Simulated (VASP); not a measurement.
**Re: single point with PBE**

Crystal: Re.

```
CELL_PARAMETERS angstrom
-1.55640 1.55640 1.55640
1.55640 -1.55640 1.55640
1.55640 1.55640 -1.55640
ATOMIC_POSITIONS crystal
Re 0.00000 0.00000 0.00000
```

- Program: VASP 6.6.1
- Task: single point
- Functional: PBE
- Potentials or basis: VASP PAW PBE potentials, release 64 (Re)
- Cutoff: 600 eV
- k mesh: 8 × 8 × 8
- Occupations: gaussian, width 0.05 eV
- Spin: no spin polarisation

* Pressure: -0.3 GPa

Levels at points of the mesh, in eV from the Fermi level:
```tsv
k point	band 1	band 2	band 3	band 4	band 5	band 6	band 7	band 8
(0.00, 0.00, 0.00)	-10.55	-2.59	-2.59	-2.59	0.79	0.79	15.55	15.55
(0.50, 0.00, 0.00)	-7.29	-4.79	-0.02	0.67	1.53	4.38	9.77	11.98
(0.50, 0.50, 0.50)	-6.88	-6.88	3.48	3.48	3.48	7.87	7.87	7.87
```

It took 7.5 s on 1 thread of Intel Xeon 8259CL, on a shared host, peak memory 0.14 GiB.

Caveat: spin-orbit coupling is left out, which moves the levels of the heavy elements.
